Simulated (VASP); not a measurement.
# Br (I4_1/amd) in VASP: single point with r2SCAN

Aim: the single point of Br with r2SCAN.

All numbers are computed with VASP 6.6.1; they aren't measurements. Logs are shortened: lines on timing, memory, paths and dates and some standing lists are left out, and cuts for length are marked.

## (1) The cell of the first run

It takes space group I4_1/amd (No. 141, tetragonal). Conventional cell: a = 6.201 Å, b = 6.201 Å, c = 3.383 Å, α = 90.00°, β = 90.00°, γ = 90.00°. Br (site symmetry -4m2) has 10 Br at 3.21 to 4.01 Å within 4.2 Å.

## (2) Single point, r2SCAN

POSCAR

```
Br
1.0
   -3.1004169153      3.1004169153      1.6913346593
    3.1004169153     -3.1004169153      1.6913346593
    3.1004169153      3.1004169153     -1.6913346593
Br
2
Direct
    0.0000000000      0.0000000000      0.0000000000
    0.7500000000      0.2500000000      0.5000000000
```

INCAR.step1

```
  PREC = Accurate
  ENCUT = 520
  ISMEAR = 0
  SIGMA = 0.1
  LREAL = F
  LASPH = T
  NELM = 60
  NBANDS = 14
  GGA = PE
  ALGO = Normal
  EDIFF = 1E-4
  LWAVE = T
  LCHARG = F
```

INCAR.step2

```
  PREC = Accurate
  ENCUT = 520
  EDIFF = 1E-6
  ISMEAR = 0
  SIGMA = 0.1
  LREAL = F
  LASPH = T
  NELM = 60
  ALGO = Normal
  ISIF = 2
  LWAVE = F
  LCHARG = F
  METAGGA = R2SCAN
  LMIXTAU = T
  NBANDS = 14
  ISTART = 1
```

KPOINTS

```
regular mesh
0
Gamma
  6 6 6
```

Potentials or basis: VASP PAW PBE potentials, release 64 (Br).

On the command line:

```console
> cat potpaw_PBE.64/Br/POTCAR > POTCAR
> cp INCAR.step1 INCAR
> mpirun -np 1 vasp_std > vasp.out
> cp INCAR.step2 INCAR
> mpirun -np 1 vasp_std > vasp.out
```

OUTCAR:

```text
PREC = Accurate
   ENCUT = 520
   EDIFF = 1E-6
   ISMEAR = 0
   LREAL = F
   LASPH = T
   NELM = 60
   ISIF = 2
   METAGGA = R2SCAN
   ISTART = 1

 ion  position               nearest neighbor table
   1  0.000  0.000  0.000-
   2  0.750  0.250  0.500-

  LATTYP: Found a body centered tetragonal cell.
 ALAT       =     6.2008338306
 C/A-ratio  =     0.5455184595

  Lattice vectors:

 A1 = (  -3.1004169153,   3.1004169153,   1.6913346593)
 A2 = (   3.1004169153,  -3.1004169153,   1.6913346593)
 A3 = (   3.1004169153,   3.1004169153,  -1.6913346593)

Analysis of symmetry for initial positions (statically):
=====================================================================
 Subroutine PRICEL returns:
 Original cell was already a primitive cell.

 Routine SETGRP: Setting up the symmetry group for a
 body centered tetragonal supercell.

 Subroutine GETGRP returns: Found 16 space group operations
 (whereof  8 operations were pure point group operations)
 out of a pool of 16 trial point group operations.

The static configuration has the point symmetry D_2d.
 The point group associated with its full space group is D_4h.

Analysis of symmetry for dynamics (positions and initial velocities):
=====================================================================
 Subroutine PRICEL returns:
 Original cell was already a primitive cell.

 Routine SETGRP: Setting up the symmetry group for a
 body centered tetragonal supercell.

 Subroutine GETGRP returns: Found 16 space group operations
 (whereof  8 operations were pure point group operations)
 out of a pool of 16 trial point group operations.

The dynamic configuration has the point symmetry D_2d.
 The point group associated with its full space group is D_4h.

 Subroutine INISYM returns: Found 16 space group operations
 (whereof  8 operations are pure point group operations),
 and found     1 'primitive' translations

----------------------------------------------------------------------------------------

                                     Primitive cell

  volume of cell :      65.0324

  direct lattice vectors                    reciprocal lattice vectors
    -3.100416915  3.100416915  1.691334659     0.000000000  0.161268634  0.295624522
     3.100416915 -3.100416915  1.691334659     0.161268634  0.000000000  0.295624522
     3.100416915  3.100416915 -1.691334659     0.161268634  0.161268634  0.000000000

  length of vectors
     4.699551364  4.699551364  4.699551364     0.336751288  0.336751288  0.228068289

  position of ions in fractional coordinates (direct lattice)
     0.000000000  0.000000000  0.000000000
     0.750000000  0.250000000  0.500000000

  ion indices of the primitive-cell ions
   primitive index   ion index
                 1           1
                 2           2

----------------------------------------------------------------------------------------

 KPOINTS: regular mesh

Automatic generation of k-mesh.
 Grid dimensions read from file:
 generate k-points for:    6    6    6

 Generating k-lattice:

  Cartesian coordinates                     Fractional coordinates (reciprocal lattice)
     0.000000000  0.026878106  0.049270754     0.166666667  0.000000000  0.000000000
     0.026878106  0.000000000  0.049270754     0.000000000  0.166666667  0.000000000
     0.026878106  0.026878106  0.000000000     0.000000000  0.000000000  0.166666667

  Length of vectors
     0.056125215  0.056125215  0.038011382

  Shift w.r.t. Gamma in fractional coordinates (k-lattice)
     0.000000000  0.000000000  0.000000000

 Subroutine IBZKPT returns following result:
 ===========================================

 Found     30 irreducible k-points:

 Following reciprocal coordinates:
            Coordinates               Weight
  0.000000  0.000000  0.000000      1.000000
  0.166667  0.000000  0.000000      8.000000
  0.333333 -0.000000  0.000000      8.000000
  0.500000  0.000000 -0.000000      4.000000
  0.166667  0.166667  0.000000      8.000000
  0.333333  0.166667  0.000000     16.000000
[... 16 lines left out ...]
 -0.333333 -0.333333  0.166667      8.000000
 -0.166667 -0.333333  0.166667      8.000000
 [... further k-points ...]
   k-points           NKPTS =     30   k-points in BZ     NKDIM =     30   number of bands    NBANDS=     14
   number of dos      NEDOS =    301   number of ions     NIONS =      2
   total plane-waves  NPLWV =  46656
   dimension x,y,z NGX =    36 NGY =   36 NGZ =   36
   dimension x,y,z NGXF=    72 NGYF=   72 NGZF=   72
   ions per type =               2
   NGX,Y,Z   is equivalent  to a cutoff of  12.73, 12.73, 12.73 a.u.
   NGXF,Y,Z  is equivalent  to a cutoff of  25.47, 25.47, 25.47 a.u.
 SYSTEM =  unknown system
   PREC   = accura    normal or accurate (medium, high low for compatibility)
   ISTART =      1    job   : 0-new  1-cont  2-samecut
   ICHARG =      0    charge: 1-file 2-atom 10-const
   ISPIN  =      1    spin polarized calculation?
   LNONCOLLINEAR =      F non collinear calculations
   LSORBIT =      F    spin-orbit coupling
   LASPH  =      T    aspherical Exc in radial PAW
   ENCUT  =  520.0 eV  38.22 Ry    6.18 a.u.   8.74  8.74  8.74*2*pi/ulx,y,z
   NELM   =     60;   NELMIN=  2; NELMDL=  0     # of ELM steps
   EDIFF  = 0.1E-05   stopping-criterion for ELM
   LREAL  =      F    real-space projection
   EDIFFG = 0.1E-04   stopping-criterion for IOM
   NSW    =      0    number of steps for IOM
   IBRION =     -1    ionic relax: 0-MD 1-quasi-New 2-CG
   NFREE  =      0    steps in history (QN), initial steepest desc. (CG)
   ISIF   =      2    stress and relaxation
   ISYM   =      2    0-nonsym 1-usesym 2-fastsym
   POTIM  = 0.5000    time-step for ionic-motion
   TEBEG  =    0.0;   TEEND  =   0.0 temperature during run
   PSTRESS=    0.0 pullay stress
   NELECT =      14.0000    total number of electrons
   NUPDOWN=      -1.0000    fix difference up-down
   EMIN   =  10.00;   EMAX   =-10.00  energy-range for DOS
   EFERMI =   0.00;   METHOD = LEGACY
   ISMEAR =     0;   SIGMA  =   0.10  broadening in eV -4-tet -1-fermi 0-gaus
   EFERMI_NEDOS =   21; number of points for ismear=-14 and -15
   IALGO  =     38    algorithm
   IMIX   =      4    mixing-type and parameters
     AMIX     =   0.40;   BMIX     =  1.00
     AMIX_MAG =   1.60;   BMIX_MAG =  1.00
  volume/ion in A,a.u.               =      32.52       219.43
  Fermi-wavevector in a.u.,A,eV,Ry     =   0.981162  1.854128 13.098054  0.962680
  Thomas-Fermi vector in A             =   2.112148
   LORBIT       =      0    0 simple, 1 ext, 2 COOP (PROOUT), +10 PAW based schemes
   METAGGA = R2SCAN    functional components
   LHFCALC =     F    Hartree Fock is set to
   AEXX    =    0.0000 exact exchange contribution
   IVDW    =     0    specifies the selected vdW correction
   LEPSILON=     F    determine dielectric tensor
   LRPA    =     F    only Hartree local field effects (RPA)
 non-spin polarized calculation
 Gauss-broadening in eV      SIGMA  =   0.10
  energy-cutoff  :      520.00
  volume of cell :       65.03
 maximum number of plane-waves:      1768
   NGX = 17   NGY = 17   NGZ = 17

 number of electron      14.0000004 magnetization

 Free energy of the ion-electron system (eV)
  ---------------------------------------------------
  ext. energy  EPLUGINS =         0.00000000
  ---------------------------------------------------
  free energy    TOTEN  =       -25.18932457 eV

  energy without entropy =      -25.16398685  energy(sigma->0) =      -25.17665571

 E-fermi :  -0.3613     XC(G=0):  -8.6772

 val. band max:       -0.3962585039   @ k =   0.5000   0.5000   0.5000
 cond. band min:      -0.3541221400   @ k =   0.3333   0.1667   0.0000
 fundamental gap:      0.0421363638
 Fermi energy:        -0.3613161285

 k-point     1 :       0.0000    0.0000    0.0000
  band No.  band energies     occupation
      1     -15.7008      2.00000
      2     -14.1654      2.00000
      3      -3.4334      2.00000
      4      -3.4334      2.00000
      5      -0.3125      0.49018
      6      -0.2952      0.34952
      7      -0.2695      0.19413
      8      -0.2695      0.19406
      9       6.3290      0.00000
     10       6.8774      0.00000
     11      10.3643      0.00000
     12      10.4785      0.00000
     13      11.3407      0.00000
     14      13.5177      0.00000

 k-point     2 :       0.1667    0.0000    0.0000
  band No.  band energies     occupation
      1     -15.5129      2.00000
      2     -14.1512      2.00000
      3      -3.3698      2.00000
      4      -3.1185      2.00000
      5      -1.3883      2.00000
      6      -1.1402      2.00000
      7      -0.4810      1.90938
      8      -0.2447      0.09899
      9       6.9150      0.00000
     10       7.9699      0.00000
     11      10.2311      0.00000
     12      10.8214      0.00000
     13      11.2766      0.00000
     14      12.1129      0.00000

 k-point     3 :       0.3333   -0.0000    0.0000
  band No.  band energies     occupation
      1     -15.0727      2.00000
      2     -14.1490      2.00000
      3      -3.2104      2.00000
      4      -3.2057      2.00000
      5      -2.6936      2.00000
      6      -1.9288      2.00000
      7      -0.9401      2.00000
      8      -0.2435      0.09579
      9       7.8988      0.00000
     10       8.3328      0.00000
     11       9.9512      0.00000
     12      10.1193      0.00000
     13      11.9847      0.00000
     14      13.4596      0.00000
[... 324 lines left out ...]
 k-point    23 :      -0.3333   -0.3333    0.1667
  band No.  band energies     occupation
      1     -14.7991      2.00000
      2     -14.3953      2.00000
      3      -3.7480      2.00000
      4      -3.4198      2.00000
      5      -2.8358      2.00000
      6      -2.2559      2.00000
      7      -0.1530      0.00321
      8      -0.0752      0.00005
      9       8.8646      0.00000
     10       8.8839      0.00000
     11      11.6332      0.00000
     12      11.8668      0.00000
     13      12.3346      0.00000
     14      13.3128      0.00000

 k-point    24 :      -0.1667   -0.3333    0.1667
  band No.  band energies     occupation
      1     -14.8734      2.00000
      2     -14.0814      2.00000
      3      -3.7992      2.00000
      4      -3.1305      2.00000
      5      -2.9011      2.00000
      6      -2.7691      2.00000
      7      -0.3163      0.52401
      8      -0.2242      0.05246
      9       8.1588      0.00000
     10       8.1671      0.00000
     11       9.9372      0.00000
     12      10.9955      0.00000
     13      12.4017      0.00000
     14      13.0310      0.00000

 [... further k-points ...]
[... 5 lines left out ...]
  --------------------------------------------------------------------------------------
  -------------------------------------------------------------------------------------
  Total       -1.0123057     -1.0123057     -1.1684034      0.0000000      0.0000000      0.0000000
  in kB      -24.9397759    -24.9397759    -28.7854913      0.0000000      0.0000000      0.0000000
  external PRESSURE =     -26.2216810 kB  Pullay stress =       0.0000000 kB

 VOLUME and BASIS-vectors are now :
 -----------------------------------------------------------------------------
  energy-cutoff  :      520.00
  volume of cell :       65.03
      direct lattice vectors                 reciprocal lattice vectors
    -3.100416915  3.100416915  1.691334659     0.000000000  0.161268634  0.295624522
     3.100416915 -3.100416915  1.691334659     0.161268634  0.000000000  0.295624522
     3.100416915  3.100416915 -1.691334659     0.161268634  0.161268634  0.000000000

 POSITION                                       TOTAL-FORCE (eV/Angst)
 -----------------------------------------------------------------------------------
      0.00000      0.00000      0.00000         0.000000     -0.000000     -0.000000
      0.00000      3.10042      0.84567        -0.000000      0.000000      0.000000
 -----------------------------------------------------------------------------------
    total drift:                               -0.000000      0.000000     -0.000000

  FREE ENERGIE OF THE ION-ELECTRON SYSTEM (eV)
  ---------------------------------------------------
  free  energy   TOTEN  =       -25.1893245667 eV

  energy  without entropy=      -25.1639868508  energy(sigma->0) =      -25.17665571
```

It took 2.5 min on 1 thread of Oxide Virtual Turin-like, shared host; peak memory 0.18 GiB.

Results:

```
Free energy            : -25.1893 eV
Pressure               : -2.6 GPa
Band gap on the k mesh : zero (bands 7 and 8 overlap by 1.53 eV)
```

Stress tensor (GPa, compression positive):
```
-2.49  0.00  0.00
 0.00 -2.49  0.00
 0.00  0.00 -2.88
```

Levels at points of the mesh, in eV from the Fermi level:
```tsv
k point	band 2	band 3	band 4	band 5	band 6	band 7	band 8	band 9	band 10	band 11
(0.00, 0.00, 0.00)	-13.80	-3.07	-3.07	0.05	0.07	0.09	0.09	6.69	7.24	10.73
(0.50, 0.00, 0.00)	-13.83	-3.51	-2.79	-2.75	-1.25	-0.79	0.08	8.16	8.52	10.18
(0.50, 0.50, 0.00)	-14.62	-2.02	-2.02	-1.86	-1.86	0.15	0.15	9.51	9.51	10.70
(0.50, 0.50, 0.50)	-14.55	-4.05	-4.05	-0.03	-0.03	0.66	0.66	9.71	9.71	12.38
```

Caveat: the PAW data sets were made with another functional, which shifts forces and pressure a little.

The gap in the log of VASP goes by the Fermi energy; the results here count the filled bands.